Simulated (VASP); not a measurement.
# Mg2Si3N (Pm) in VASP: single point with PBE

Aim: the single point of Mg2Si3N with PBE.

Program: VASP 6.6.1. These are calculated values, not measurements. Logs are shortened: lines on timing, memory, paths and dates and some standing lists are left out, and cuts for length are marked.

## 1. The cell of the first run

It takes space group Pm (No. 6, monoclinic). The conventional cell has a = 3.750 Å, b = 3.658 Å, c = 7.435 Å, α = 90.00°, β = 91.79°, γ = 90.00°. Mg (site symmetry m) has 1 N at 2.03 Å and 4 Si at 2.77 to 2.81 Å within 2.9 Å. Within 2.8 Å of Mg (site symmetry m) lie 2 N at 2.13 Å. Within 2.4 Å of Si (site symmetry m) lie 1 N at 1.74 Å and 2 Si at 2.38 Å. Si (site symmetry m) has 2 Si at 2.36 to 2.42 Å and 5 Mg at 2.77 to 2.96 Å within 3.1 Å. Within 3.1 Å of Si (site symmetry m) lie 4 Si at 2.36 to 2.42 Å and 2 Mg at 3.05 Å. N (site symmetry m) has 1 Si at 1.74 Å and 3 Mg at 2.03 to 2.13 Å within 2.3 Å.

The cell was built from a structure type or drawn by symmetry, and may not be a known phase.

## 2. Single point, PBE

Input file INCAR:

```
PREC     = Accurate       # precision mode
ENCUT    = 600            # plane-wave cutoff, eV
EDIFF    = 1E-6           # SCF threshold, eV
ISMEAR   = 0              # smearing method
SIGMA    = 0.1            # smearing width, eV
LREAL    = F              # projectors in reciprocal space
LASPH    = T              # aspherical terms in the spheres
NELM     = 120            # most SCF steps
ALGO     = Normal         # electronic algorithm
ISIF     = 2              # what is computed and relaxed
LWAVE    = F              # write WAVECAR
LCHARG   = F              # write CHGCAR
GGA      = PE             # functional
NBANDS   = 20             # bands
GGA_COMPAT= F
```

Input file KPOINTS:

```
Automatic mesh
0
Gamma
  8 10 4
```

Input file POSCAR:

```
Mg2Si3N
1.0
    3.7489500951      0.0000000000      0.0967716256
    0.0000000000      3.6580878472      0.0000000000
    0.0400749848      0.0000000000      7.4345431957
Mg Si N
2 3 1
Direct
    0.5867870272      0.5000000000      0.6583047211
   -0.0021930951      0.0000000000      0.9250798766
    0.4987264617      0.5000000000      0.1345669176
    0.1034208824      0.0000000000      0.5289144207
    0.6051173251      0.0000000000      0.3299822186
    0.7081403987      0.5000000000      0.9231528255
```

Potentials or basis: VASP PAW PBE potentials, release 64 (Mg, Si, N).

Command:

```console
$ cat potpaw_PBE.64/Mg/POTCAR potpaw_PBE.64/Si/POTCAR potpaw_PBE.64/N/POTCAR > POTCAR
$ mpirun -np 1 vasp_std > vasp.out
```

OUTCAR:

```text
PREC = Accurate
   ENCUT = 600
   EDIFF = 1E-6
   ISMEAR = 0
   LREAL = F
   LASPH = T
   NELM = 120
   ISIF = 2
   GGA = PE

 ion  position               nearest neighbor table
   1  0.587  0.500  0.658-   6 2.03   4 2.77   4 2.77   4 2.81   4 2.81   5 3.05   5 3.05   2 3.14
                             2 3.14   2 3.45   2 3.45
   2  0.998  0.000  0.925-   6 2.13   6 2.13   4 2.96   3 3.02   3 3.02   3 3.08   3 3.08   1 3.14
                             1 3.14   5 3.31   1 3.45   1 3.45
   3  0.499  0.500  0.135-   6 1.74   5 2.38   5 2.38   2 3.02   2 3.02   2 3.08   2 3.08
   4  0.103  0.000  0.529-   5 2.36   5 2.42   1 2.77   1 2.77   1 2.81   1 2.81   2 2.96
   5  0.605  0.000  0.330-   4 2.36   3 2.38   3 2.38   4 2.42   1 3.05   1 3.05   2 3.31
   6  0.708  0.500  0.923-   3 1.74   1 2.03   2 2.13   2 2.13

  LATTYP: Found a simple monoclinic cell.
 ALAT       =     3.7501988698
 B/A-ratio  =     0.9754383632
 C/A-ratio  =     1.9824685204
 COS(beta)  =    -0.0311925265

  Lattice vectors:

 A1 = (   3.7489500951,   0.0000000000,   0.0967716256)
 A2 = (   0.0000000000,  -3.6580878472,   0.0000000000)
 A3 = (  -0.0400749848,   0.0000000000,  -7.4345431957)

Analysis of symmetry for initial positions (statically):
=====================================================================
 Subroutine PRICEL returns:
 Original cell was already a primitive cell.

 Routine SETGRP: Setting up the symmetry group for a
 simple monoclinic supercell.

 Subroutine GETGRP returns: Found  2 space group operations
 (whereof  2 operations were pure point group operations)
 out of a pool of  4 trial point group operations.

The static configuration has the point symmetry C_1h.

Analysis of symmetry for dynamics (positions and initial velocities):
=====================================================================
 Subroutine PRICEL returns:
 Original cell was already a primitive cell.

 Routine SETGRP: Setting up the symmetry group for a
 simple monoclinic supercell.

 Subroutine GETGRP returns: Found  2 space group operations
 (whereof  2 operations were pure point group operations)
 out of a pool of  4 trial point group operations.

The dynamic configuration has the point symmetry C_1h.

 Subroutine INISYM returns: Found  2 space group operations
 (whereof  2 operations are pure point group operations),
 and found     1 'primitive' translations

----------------------------------------------------------------------------------------

                                     Primitive cell

  volume of cell :     101.9431

  direct lattice vectors                    reciprocal lattice vectors
     3.748950095  0.000000000  0.096771626     0.266778468  0.000000000 -0.001438036
     0.000000000  3.658087847  0.000000000     0.000000000  0.273366863  0.000000000
     0.040074985  0.000000000  7.434543196    -0.003472518  0.000000000  0.134525974

  length of vectors
     3.750198870  3.658087847  7.434651205     0.266782343  0.273366863  0.134570784

  position of ions in fractional coordinates (direct lattice)
     0.586787027  0.500000000  0.658304721
     0.997806905  0.000000000  0.925079877
     0.498726462  0.500000000  0.134566918
     0.103420882  0.000000000  0.528914421
     0.605117325  0.000000000  0.329982219
     0.708140399  0.500000000  0.923152825

  ion indices of the primitive-cell ions
   primitive index   ion index
                 1           1
                 2           2
                 3           3
                 4           4
                 5           5
                 6           6

----------------------------------------------------------------------------------------

 KPOINTS: Automatic mesh

Automatic generation of k-mesh.
 Grid dimensions read from file:
 generate k-points for:    8   10    4

 Generating k-lattice:

  Cartesian coordinates                     Fractional coordinates (reciprocal lattice)
     0.033347308  0.000000000 -0.000179755     0.125000000  0.000000000  0.000000000
     0.000000000  0.027336686  0.000000000     0.000000000  0.100000000  0.000000000
    -0.000868130  0.000000000  0.033631493    -0.000000000  0.000000000  0.250000000

  Length of vectors
     0.033347793  0.027336686  0.033642696

  Shift w.r.t. Gamma in fractional coordinates (k-lattice)
     0.000000000  0.000000000  0.000000000

 Subroutine IBZKPT returns following result:
 ===========================================

 Found    108 irreducible k-points:

 Following reciprocal coordinates:
            Coordinates               Weight
  0.000000  0.000000  0.000000      1.000000
  0.125000  0.000000  0.000000      2.000000
  0.250000  0.000000  0.000000      2.000000
  0.375000  0.000000  0.000000      2.000000
  0.500000  0.000000  0.000000      1.000000
  0.000000  0.100000  0.000000      2.000000
[... 16 lines left out ...]
  0.250000  0.400000  0.000000      4.000000
  0.375000  0.400000  0.000000      4.000000
 [... further k-points ...]
   k-points           NKPTS =    108   k-points in BZ     NKDIM =    108   number of bands    NBANDS=     20
   number of dos      NEDOS =    301   number of ions     NIONS =      6
   total plane-waves  NPLWV =  54000
   dimension x,y,z NGX =    30 NGY =   30 NGZ =   60
   dimension x,y,z NGXF=    60 NGYF=   60 NGZF=  120
   ions per type =               2   3   1
   NGX,Y,Z   is equivalent  to a cutoff of  13.30, 13.63, 13.42 a.u.
   NGXF,Y,Z  is equivalent  to a cutoff of  26.60, 27.27, 26.83 a.u.
 SYSTEM =  unknown system
   PREC   = accura    normal or accurate (medium, high low for compatibility)
   ISTART =      0    job   : 0-new  1-cont  2-samecut
   ICHARG =      2    charge: 1-file 2-atom 10-const
   ISPIN  =      1    spin polarized calculation?
   LNONCOLLINEAR =      F non collinear calculations
   LSORBIT =      F    spin-orbit coupling
   LASPH  =      T    aspherical Exc in radial PAW
   ENCUT  =  600.0 eV  44.10 Ry    6.64 a.u.   7.49  7.31 14.85*2*pi/ulx,y,z
   NELM   =    120;   NELMIN=  2; NELMDL= -5     # of ELM steps
   EDIFF  = 0.1E-05   stopping-criterion for ELM
   LREAL  =      F    real-space projection
   EDIFFG = 0.1E-04   stopping-criterion for IOM
   NSW    =      0    number of steps for IOM
   IBRION =     -1    ionic relax: 0-MD 1-quasi-New 2-CG
   NFREE  =      0    steps in history (QN), initial steepest desc. (CG)
   ISIF   =      2    stress and relaxation
   ISYM   =      2    0-nonsym 1-usesym 2-fastsym
   POTIM  = 0.5000    time-step for ionic-motion
   TEBEG  =    0.0;   TEEND  =   0.0 temperature during run
   PSTRESS=    0.0 pullay stress
   NELECT =      21.0000    total number of electrons
   NUPDOWN=      -1.0000    fix difference up-down
   EMIN   =  10.00;   EMAX   =-10.00  energy-range for DOS
   EFERMI =   0.00;   METHOD = LEGACY
   ISMEAR =     0;   SIGMA  =   0.10  broadening in eV -4-tet -1-fermi 0-gaus
   EFERMI_NEDOS =   21; number of points for ismear=-14 and -15
   IALGO  =     38    algorithm
   IMIX   =      4    mixing-type and parameters
     AMIX     =   0.40;   BMIX     =  1.00
     AMIX_MAG =   1.60;   BMIX_MAG =  1.00
  volume/ion in A,a.u.               =      16.99       114.66
  Fermi-wavevector in a.u.,A,eV,Ry     =   0.966857  1.827094 12.718884  0.934812
  Thomas-Fermi vector in A             =   2.096693
   LORBIT       =      0    0 simple, 1 ext, 2 COOP (PROOUT), +10 PAW based schemes
   GGA     = PE    functional components
   LHFCALC =     F    Hartree Fock is set to
   AEXX    =    0.0000 exact exchange contribution
   IVDW    =     0    specifies the selected vdW correction
   LEPSILON=     F    determine dielectric tensor
   LRPA    =     F    only Hartree local field effects (RPA)
 non-spin polarized calculation
 Gauss-broadening in eV      SIGMA  =   0.10
  energy-cutoff  :      600.00
  volume of cell :      101.94
 maximum number of plane-waves:      3436
 NGX is ok and might be reduce to    30
   NGX = 15   NGY = 15   NGZ = 29

 number of electron      20.9999998 magnetization

 Free energy of the ion-electron system (eV)
  ---------------------------------------------------
  ext. energy  EPLUGINS =         0.00000000
  ---------------------------------------------------
  free energy    TOTEN  =       -28.04616113 eV

  energy without entropy =      -28.03533899  energy(sigma->0) =      -28.04075006

 E-fermi :   5.3043     XC(G=0):  -9.6183

 val. band max:        5.2997412301   @ k =   0.3750   0.4000   0.2500
 cond. band min:       5.3144947678   @ k =   0.3750   0.4000   0.0000
 fundamental gap:      0.0147535378
 Fermi energy:         5.3043392192

 k-point     1 :       0.0000    0.0000    0.0000
  band No.  band energies     occupation
      1      -9.8521      2.00000
      2      -5.7719      2.00000
      3      -3.4142      2.00000
      4       0.8932      2.00000
      5       1.3215      2.00000
      6       1.9846      2.00000
[... 12 lines left out ...]
     19      11.4082      0.00000
     20      12.0747      0.00000

 k-point     2 :       0.1250    0.0000    0.0000
  band No.  band energies     occupation
      1      -9.8140      2.00000
      2      -5.6408      2.00000
      3      -3.3194      2.00000
      4       0.6309      2.00000
      5       1.1663      2.00000
      6       2.0245      2.00000
[... 12 lines left out ...]
     19      11.8975      0.00000
     20      12.0875      0.00000

 k-point     3 :       0.2500    0.0000    0.0000
  band No.  band energies     occupation
      1      -9.7189      2.00000
      2      -5.2629      2.00000
      3      -3.0776      2.00000
      4      -0.1915      2.00000
      5       0.5340      2.00000
      6       1.7518      2.00000
[... 12 lines left out ...]
     19      12.1761      0.00000
     20      12.3160      0.00000

 k-point     4 :       0.3750    0.0000    0.0000
  band No.  band energies     occupation
      1      -9.6191      2.00000
      2      -4.7172      2.00000
      3      -2.8717      2.00000
      4      -1.1834      2.00000
      5       0.0202      2.00000
      6       1.1095      2.00000
[... 12 lines left out ...]
     19      11.8155      0.00000
     20      12.1354      0.00000

 k-point     5 :       0.5000    0.0000    0.0000
  band No.  band energies     occupation
      1      -9.5762      2.00000
      2      -4.3602      2.00000
      3      -2.9102      2.00000
      4      -1.5647      2.00000
      5      -0.1239      2.00000
      6       0.7710      2.00000
[... 12 lines left out ...]
     19      11.9630      0.00000
     20      12.1056      0.00000
[... 353 lines left out ...]
      6       0.2719      2.00000
[... 12 lines left out ...]
     19      11.9839      0.00000
     20      12.2099      0.00000

 k-point    22 :       0.1250    0.4000    0.0000
  band No.  band energies     occupation
      1      -9.5329      2.00000
      2      -4.6204      2.00000
      3      -2.2582      2.00000
      4      -0.8400      2.00000
      5       0.1131      2.00000
      6       0.3604      2.00000
[... 12 lines left out ...]
     19      11.5277      0.00000
     20      12.1700      0.00000

 k-point    23 :       0.2500    0.4000    0.0000
  band No.  band energies     occupation
      1      -9.4612      2.00000
      2      -4.2011      2.00000
      3      -2.0788      2.00000
      4      -0.7052      2.00000
      5       0.2793      2.00000
      6       0.5513      2.00000
[... 12 lines left out ...]
     19      11.5695      0.00000
     20      12.0502      0.00000

 k-point    24 :       0.3750    0.4000    0.0000
  band No.  band energies     occupation
      1      -9.3867      2.00000
      2      -3.5590      2.00000
      3      -1.9194      2.00000
      4      -1.0400      2.00000
      5       0.2979      2.00000
      6       0.6277      2.00000
[... 12 lines left out ...]
     19      11.4866      0.00000
     20      12.7386      0.00000

 [... further k-points ...]

------------------------ aborting loop because EDIFF is reached ----------------------------------------

  FORCE on cell =-STRESS in cart. coord.  units (eV):
  Direction    XX          YY          ZZ          XY          YZ          ZX
  --------------------------------------------------------------------------------------
  -------------------------------------------------------------------------------------
  Total       -0.1116405     -0.1226730     -0.1039220      0.0000000      0.0000000     -0.0070211
  in kB       -1.7545864     -1.9279781     -1.6332794      0.0000000      0.0000000     -0.1103468
  external PRESSURE =      -1.7719480 kB  Pullay stress =       0.0000000 kB

 VOLUME and BASIS-vectors are now :
 -----------------------------------------------------------------------------
  energy-cutoff  :      600.00
  volume of cell :      101.94
      direct lattice vectors                 reciprocal lattice vectors
     3.748950095  0.000000000  0.096771626     0.266778468  0.000000000 -0.001438036
     0.000000000  3.658087847  0.000000000     0.000000000  0.273366863  0.000000000
     0.040074985  0.000000000  7.434543196    -0.003472518  0.000000000  0.134525974

 POSITION                                       TOTAL-FORCE (eV/Angst)
 -----------------------------------------------------------------------------------
      2.22622      1.82904      4.95098         0.003559      0.000000      0.003922
      3.77780      0.00000      6.97411        -0.011320      0.000000     -0.004583
      1.87509      1.82904      1.04871         0.000911      0.000000      0.002075
      0.40892      0.00000      3.94225         0.009319      0.000000      0.005126
      2.28178      0.00000      2.51183        -0.010994      0.000000      0.004533
      2.69178      1.82904      6.93175         0.008524      0.000000     -0.011074
 -----------------------------------------------------------------------------------
    total drift:                               -0.000324     -0.000000      0.000607

  FREE ENERGIE OF THE ION-ELECTRON SYSTEM (eV)
  ---------------------------------------------------
  free  energy   TOTEN  =       -28.0461611320 eV

  energy  without entropy=      -28.0353389933  energy(sigma->0) =      -28.04075006
```

It took 7.5 min on 1 thread of Intel Xeon 8259CL, shared host; peak memory 0.41 GiB.

What came out:

```yaml
Free_energy: -28.0462 eV
Pressure: -0.2 GPa
Largest_force: 0.014 eV/Å
Band_gap_on_the_k_mesh: zero (an odd number of electrons rules out a gap without spin polarisation)
```

Forces in eV/Å, atoms in the order of the input:
```
Mg   0.004  0.000  0.004
Mg  -0.011  0.000 -0.005
Si   0.001  0.000  0.002
Si   0.009  0.000  0.005
Si  -0.011  0.000  0.005
N    0.009  0.000 -0.011
```

Levels at points of the mesh, in eV from the Fermi level:
| k point | band 8 | band 9 | band 10 | band 11 | band 12 | band 13 |
| --- | --- | --- | --- | --- | --- | --- |
| (0.00, 0.00, 0.00) | -1.76 | -1.02 | -0.41 | 0.87 | 1.16 | 1.43 |
| (0.50, 0.00, 0.00) | -2.85 | -0.28 | -0.21 | 0.09 | 1.77 | 2.43 |
| (0.00, 0.50, 0.00) | -2.25 | -1.18 | -0.82 | -0.07 | 1.98 | 2.75 |
| (0.50, 0.50, 0.00) | -3.58 | -2.59 | -2.38 | -1.10 | -0.56 | 1.00 |
| (0.00, 0.00, 0.50) | -1.52 | -1.23 | -1.21 | 1.16 | 1.36 | 1.58 |
| (0.50, 0.00, 0.50) | -2.81 | -1.49 | -0.30 | 1.52 | 1.75 | 2.21 |
| (0.00, 0.50, 0.50) | -2.52 | -2.44 | -1.10 | 0.59 | 1.99 | 2.74 |
| (0.50, 0.50, 0.50) | -3.30 | -2.67 | -2.16 | -0.56 | 0.40 | 0.54 |
